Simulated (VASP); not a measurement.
S, 2 atoms in the cell. The structure is cubic, space group Fd-3m (No. 227). Conventional cell: a = 5.681 Å, b = 5.681 Å, c = 5.681 Å, α = 90.00°, β = 90.00°, γ = 90.00°. Within 3.2 Å of S (site symmetry -43m) lie 4 S at 2.46 Å. 

| Quantity | Value |
| --- | --- |
| Program | VASP 6.6.1 |
| Task | single point |
| Functional | PBEsol |
| Potentials or basis | VASP PAW PBE potentials, release 64 (S) |
| Cutoff | 520 eV |
| k mesh | 13 × 13 × 13 |
| Occupations | fermi-dirac, width 0.05 eV |
| Spin | no spin polarisation |
| Dipole correction | no |
| Further INCAR settings | ALGO = Normal; EDIFF = 1e-06; NBANDS = 13 |

Potentials or basis: VASP PAW PBE potentials, release 64 (S).

Run with:

```sh
$ cat potpaw_PBE.64/S/POTCAR > POTCAR
$ mpirun -np 1 vasp_std > vasp.out
```

Hardware: 1 thread of AMD EPYC 9R45 96-Core Processor (Zen 5), on a shared host.

How long does it take, and how much memory?

Run time: 18 s on 1 thread of AMD EPYC 9R45 96-Core Processor (Zen 5), with other jobs on the host, peak memory 0.15 GiB. Counts: scf iterations 10, k points 84.
